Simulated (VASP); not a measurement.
# LaB6 (Pm-3m) in VASP: density of states with PBE

Aim: the density of states of LaB6 with PBE.

Everything below comes from runs of VASP 6.6.1. Logs are shortened: lines on timing, memory, paths and dates and some standing lists are left out, and cuts for length are marked.

**1. The cell of the first run**

Symmetry: Pm-3m, No. 221, cubic system. Conventional cell: a = 4.127 Å, b = 4.127 Å, c = 4.127 Å, α = 90.00°, β = 90.00°, γ = 90.00°. Within 4.0 Å of La (site symmetry m-3m) lie 24 B at 3.03 Å. Within 2.2 Å of B (site symmetry 4mm) lie 5 B at 1.67 to 1.74 Å.

**2. Density of states, PBE**

Input file POSCAR:

```
LaB6
1.0
    4.1266400000      0.0000000000      0.0000000000
    0.0000000000      4.1266400000      0.0000000000
    0.0000000000      0.0000000000      4.1266400000
La B
1 6
Direct
    0.0000000000      0.0000000000      0.0000000000
    0.5000000000      0.5000000000      0.2021000000
    0.5000000000      0.5000000000      0.7979000000
    0.2021000000      0.5000000000      0.5000000000
    0.7979000000      0.5000000000      0.5000000000
    0.5000000000      0.2021000000      0.5000000000
    0.5000000000      0.7979000000      0.5000000000
```

Input file INCAR.step1:

```
  ALGO = Normal
  EDIFF = 1E-7
  ENCUT = 520
  GGA = PE
  ISIF = 2
  ISMEAR = -1
  LASPH = T
  LCHARG = T
  LMAXMIX = 6
  LREAL = F
  LWAVE = F
  NBANDS = 24
  NELM = 80
  PREC = Accurate
  SIGMA = 0.1
```

Input file KPOINTS.step1:

```
k-points
0
Gamma
  8 8 8
```

Input file INCAR.step2:

```
  ALGO = Normal
  EDIFF = 1E-7
  ENCUT = 520
  GGA = PE
  ICHARG = 11
  ISIF = 2
  ISMEAR = -5
  LASPH = T
  LCHARG = F
  LMAXMIX = 6
  LORBIT = 11
  LREAL = F
  LWAVE = F
  NEDOS = 1001
  NELM = 80
  PREC = Accurate
  SIGMA = 0.1
```

Input file KPOINTS.step2:

```
k-points
0
Gamma
  12 12 12
```

Potentials or basis: VASP PAW PBE potentials, release 64 (La, B).

Run with:

```sh
$ cat potpaw_PBE.64/La/POTCAR potpaw_PBE.64/B/POTCAR > POTCAR
$ cp INCAR.step1 INCAR
$ cp KPOINTS.step1 KPOINTS
$ mpirun -np 1 vasp_std > vasp.out
$ cp INCAR.step2 INCAR
$ cp KPOINTS.step2 KPOINTS
$ mpirun -np 1 vasp_std > vasp.out
```

OUTCAR:

```text
EDIFF = 1E-7
   ENCUT = 520
   GGA = PE
   ICHARG = 11
   ISIF = 2
   ISMEAR = -5
   LASPH = T
   LORBIT = 11
   LREAL = F
   NELM = 80
   PREC = Accurate

 ion  position               nearest neighbor table
   1  0.000  0.000  0.000-
   2  0.500  0.500  0.202-   3 1.67   4 1.74   5 1.74   6 1.74   7 1.74
   3  0.500  0.500  0.798-   2 1.67   4 1.74   5 1.74   6 1.74   7 1.74
   4  0.202  0.500  0.500-   5 1.67   3 1.74   2 1.74   6 1.74   7 1.74
   5  0.798  0.500  0.500-   4 1.67   3 1.74   2 1.74   6 1.74   7 1.74
   6  0.500  0.202  0.500-   7 1.67   3 1.74   4 1.74   5 1.74   2 1.74
   7  0.500  0.798  0.500-   6 1.67   3 1.74   4 1.74   5 1.74   2 1.74

  LATTYP: Found a simple cubic cell.
 ALAT       =     4.1266400000

  Lattice vectors:

 A1 = (   4.1266400000,   0.0000000000,   0.0000000000)
 A2 = (   0.0000000000,   4.1266400000,   0.0000000000)
 A3 = (   0.0000000000,   0.0000000000,   4.1266400000)

Analysis of symmetry for initial positions (statically):
=====================================================================
 Subroutine PRICEL returns:
 Original cell was already a primitive cell.

 Routine SETGRP: Setting up the symmetry group for a
 simple cubic supercell.

 Subroutine GETGRP returns: Found 48 space group operations
 (whereof 48 operations were pure point group operations)
 out of a pool of 48 trial point group operations.

The static configuration has the point symmetry O_h .

Analysis of symmetry for dynamics (positions and initial velocities):
=====================================================================
 Subroutine PRICEL returns:
 Original cell was already a primitive cell.

 Routine SETGRP: Setting up the symmetry group for a
 simple cubic supercell.

 Subroutine GETGRP returns: Found 48 space group operations
 (whereof 48 operations were pure point group operations)
 out of a pool of 48 trial point group operations.

The dynamic configuration has the point symmetry O_h .

 Subroutine INISYM returns: Found 48 space group operations
 (whereof 48 operations are pure point group operations),
 and found     1 'primitive' translations

----------------------------------------------------------------------------------------

                                     Primitive cell

  volume of cell :      70.2732

  direct lattice vectors                    reciprocal lattice vectors
     4.126640000  0.000000000  0.000000000     0.242327899  0.000000000  0.000000000
     0.000000000  4.126640000  0.000000000     0.000000000  0.242327899  0.000000000
     0.000000000  0.000000000  4.126640000     0.000000000  0.000000000  0.242327899

  length of vectors
     4.126640000  4.126640000  4.126640000     0.242327899  0.242327899  0.242327899

  position of ions in fractional coordinates (direct lattice)
     0.000000000  0.000000000  0.000000000
     0.500000000  0.500000000  0.202100000
     0.500000000  0.500000000  0.797900000
     0.202100000  0.500000000  0.500000000
     0.797900000  0.500000000  0.500000000
     0.500000000  0.202100000  0.500000000
     0.500000000  0.797900000  0.500000000

  ion indices of the primitive-cell ions
   primitive index   ion index
                 1           1
                 2           2
                 3           3
                 4           4
                 5           5
                 6           6
                 7           7

----------------------------------------------------------------------------------------

 KPOINTS: k-points

Automatic generation of k-mesh.
 Grid dimensions read from file:
 generate k-points for:   12   12   12

 Generating k-lattice:

  Cartesian coordinates                     Fractional coordinates (reciprocal lattice)
     0.020193992  0.000000000  0.000000000     0.083333333  0.000000000  0.000000000
     0.000000000  0.020193992  0.000000000     0.000000000  0.083333333  0.000000000
     0.000000000  0.000000000  0.020193992     0.000000000  0.000000000  0.083333333

  Length of vectors
     0.020193992  0.020193992  0.020193992

  Shift w.r.t. Gamma in fractional coordinates (k-lattice)
     0.000000000  0.000000000  0.000000000

 TETIRR: Found    854 inequivalent tetrahedra from    10368

 Subroutine IBZKPT returns following result:
 ===========================================

 Found     84 irreducible k-points:

 Following reciprocal coordinates:
            Coordinates               Weight
  0.000000  0.000000  0.000000      1.000000
  0.083333  0.000000  0.000000      6.000000
  0.166667  0.000000  0.000000      6.000000
  0.250000  0.000000  0.000000      6.000000
  0.333333  0.000000  0.000000      6.000000
  0.416667  0.000000  0.000000      6.000000
[... 16 lines left out ...]
  0.333333  0.333333  0.000000     12.000000
  0.416667  0.333333  0.000000     24.000000
 [... further k-points ...]
   k-points           NKPTS =     84   k-points in BZ     NKDIM =     84   number of bands    NBANDS=     18
   number of dos      NEDOS =   1001   number of ions     NIONS =      7
   total plane-waves  NPLWV =  32768
   dimension x,y,z NGX =    32 NGY =   32 NGZ =   32
   dimension x,y,z NGXF=    64 NGYF=   64 NGZF=   64
   ions per type =               1   6
   NGX,Y,Z   is equivalent  to a cutoff of  12.89, 12.89, 12.89 a.u.
   NGXF,Y,Z  is equivalent  to a cutoff of  25.78, 25.78, 25.78 a.u.
 SYSTEM =  unknown system
   PREC   = accura    normal or accurate (medium, high low for compatibility)
   ISTART =      0    job   : 0-new  1-cont  2-samecut
   ICHARG =     11    charge: 1-file 2-atom 10-const
   ISPIN  =      1    spin polarized calculation?
   LNONCOLLINEAR =      F non collinear calculations
   LSORBIT =      F    spin-orbit coupling
   LASPH  =      T    aspherical Exc in radial PAW
   ENCUT  =  520.0 eV  38.22 Ry    6.18 a.u.   7.67  7.67  7.67*2*pi/ulx,y,z
   NELM   =     80;   NELMIN=  2; NELMDL=  0     # of ELM steps
   EDIFF  = 0.1E-06   stopping-criterion for ELM
   LREAL  =      F    real-space projection
   EDIFFG = 0.1E-05   stopping-criterion for IOM
   NSW    =      0    number of steps for IOM
   IBRION =     -1    ionic relax: 0-MD 1-quasi-New 2-CG
   NFREE  =      0    steps in history (QN), initial steepest desc. (CG)
   ISIF   =      2    stress and relaxation
   ISYM   =      2    0-nonsym 1-usesym 2-fastsym
   POTIM  = 0.5000    time-step for ionic-motion
   TEBEG  =    0.0;   TEEND  =   0.0 temperature during run
   PSTRESS=    0.0 pullay stress
   NELECT =      29.0000    total number of electrons
   NUPDOWN=      -1.0000    fix difference up-down
   EMIN   =  10.00;   EMAX   =-10.00  energy-range for DOS
   EFERMI =   0.00;   METHOD = LEGACY
   ISMEAR =    -5;   SIGMA  =   0.10  broadening in eV -4-tet -1-fermi 0-gaus
   EFERMI_NEDOS =   21; number of points for ismear=-14 and -15
   IALGO  =     38    algorithm
   IMIX   =      4    mixing-type and parameters
     AMIX     =   0.40;   BMIX     =  1.00
     AMIX_MAG =   1.60;   BMIX_MAG =  1.00
  volume/ion in A,a.u.               =      10.04        67.75
  Fermi-wavevector in a.u.,A,eV,Ry     =   1.218833  2.303261 20.212192  1.485554
  Thomas-Fermi vector in A             =   2.354106
   LORBIT       =     11    0 simple, 1 ext, 2 COOP (PROOUT), +10 PAW based schemes
   GGA     = PE    functional components
   LHFCALC =     F    Hartree Fock is set to
   AEXX    =    0.0000 exact exchange contribution
   IVDW    =     0    specifies the selected vdW correction
   LEPSILON=     F    determine dielectric tensor
   LRPA    =     F    only Hartree local field effects (RPA)
 non-spin polarized calculation
 Fermi weights with tetrahedron method with Bloechl corrections
  energy-cutoff  :      520.00
  volume of cell :       70.27
 maximum number of plane-waves:      1924
 NGX is ok and might be reduce to    32

 number of electron      29.0000002 magnetization

 Free energy of the ion-electron system (eV)
  ---------------------------------------------------
  ext. energy  EPLUGINS =         0.00000000
  ---------------------------------------------------
  free energy    TOTEN  =       -49.00661681 eV

  energy without entropy =      -49.00661681  energy(sigma->0) =      -49.00661681

 E-fermi :   8.7771     XC(G=0): -11.3408

 val. band max:        8.7537960667   @ k =   0.2500   0.2500   0.0000
 cond. band min:       8.7848233521   @ k =   0.5000   0.3333   0.0000
 fundamental gap:      0.0310272854
 Fermi energy:         8.7771105024

 k-point     1 :       0.0000    0.0000    0.0000
  band No.  band energies     occupation
      1     -24.2584      2.00000
      2      -7.9963      2.00000
      3      -7.9963      2.00000
      4      -7.9963      2.00000
      5      -7.0417      2.00000
      6       0.7226      2.00000
[... 10 lines left out ...]
     17       9.0303      0.00000
     18      10.3612      0.00000

 k-point     2 :       0.0833    0.0000    0.0000
  band No.  band energies     occupation
      1     -24.2566      2.00000
      2      -8.0935      2.00000
      3      -7.9905      2.00000
      4      -7.9905      2.00000
      5      -6.9435      2.00000
      6       0.2610      2.00000
[... 10 lines left out ...]
     17       9.2598      0.00000
     18      10.4447      0.00000
[... 442 lines left out ...]
 k-point    24 :       0.4167    0.3333    0.0000
  band No.  band energies     occupation
      1     -24.2139      2.00000
      2      -8.5536      2.00000
      3      -8.3448      2.00000
      4      -7.8583      2.00000
      5      -6.3816      2.00000
      6      -1.0091      2.00000
[... 10 lines left out ...]
     17      10.7418      0.00000
     18      10.7850      0.00000

 [... further k-points ...]

------------------------ aborting loop because EDIFF is reached ----------------------------------------

  FORCE on cell =-STRESS in cart. coord.  units (eV):
  Direction    XX          YY          ZZ          XY          YZ          ZX
  --------------------------------------------------------------------------------------
  -------------------------------------------------------------------------------------
  Total        1.8980951      1.8980951      1.8980951      0.0000000     -0.0000000      0.0000000
  in kB       43.2751720     43.2751720     43.2751720      0.0000000     -0.0000000      0.0000000
  external PRESSURE =      43.2751720 kB  Pullay stress =       0.0000000 kB

 VOLUME and BASIS-vectors are now :
 -----------------------------------------------------------------------------
  energy-cutoff  :      520.00
  volume of cell :       70.27
      direct lattice vectors                 reciprocal lattice vectors
     4.126640000  0.000000000  0.000000000     0.242327899  0.000000000  0.000000000
     0.000000000  4.126640000  0.000000000     0.000000000  0.242327899  0.000000000
     0.000000000  0.000000000  4.126640000     0.000000000  0.000000000  0.242327899

 POSITION                                       TOTAL-FORCE (eV/Angst)
 -----------------------------------------------------------------------------------
      0.00000      0.00000      0.00000         0.000000      0.000000     -0.000000
      2.06332      2.06332      0.83399         0.000000      0.000000     -0.738968
      2.06332      2.06332      3.29265        -0.000000      0.000000      0.738968
      0.83399      2.06332      2.06332        -0.738968      0.000000     -0.000000
      3.29265      2.06332      2.06332         0.738968      0.000000     -0.000000
      2.06332      0.83399      2.06332        -0.000000     -0.738968     -0.000000
      2.06332      3.29265      2.06332         0.000000      0.738968      0.000000
 -----------------------------------------------------------------------------------
    total drift:                                0.000000     -0.000000     -0.000000

  FREE ENERGIE OF THE ION-ELECTRON SYSTEM (eV)
  ---------------------------------------------------
  free  energy   TOTEN  =       -49.0066168144 eV

  energy  without entropy=      -49.0066168144  energy(sigma->0) =      -49.00661681

 total charge

# of ion       s       p       d       f       tot
--------------------------------------------------
    1        1.993   5.661   0.644   0.230   8.529
    2        0.701   1.391   0.000   0.000   2.092
    3        0.701   1.391   0.000   0.000   2.092
    4        0.701   1.391   0.000   0.000   2.092
    5        0.701   1.391   0.000   0.000   2.092
    6        0.701   1.391   0.000   0.000   2.092
    7        0.701   1.391   0.000   0.000   2.092
--------------------------------------------------
tot          6.199  14.006   0.644   0.230  21.079
```

Wall time 2.2 min (1 thread of Intel Xeon Platinum 8488C (Sapphire Rapids), shared host); peak memory 0.25 GiB.

What came out:

- Valence electrons inside the program's atomic spheres: La 8.53; B 2.09

Levels at points of the mesh, in eV from the Fermi level:
```csv
k point,band 12,band 13,band 14,band 15,band 16,band 17
"(0.00, 0.00, 0.00)",-1.99,-1.99,-1.99,0.25,0.25,0.25
"(0.50, 0.00, 0.00)",-3.54,-3.19,-2.49,-1.61,1.48,1.65
"(0.50, 0.50, 0.00)",-4.55,-2.89,-2.89,1.05,1.05,1.99
"(0.50, 0.50, 0.50)",-2.43,-2.43,-2.43,1.44,1.80,1.80
```

Caveat: spin-orbit coupling is left out, which moves the levels of the heavy elements; tetrahedron occupations give inexact forces and stress in metals.
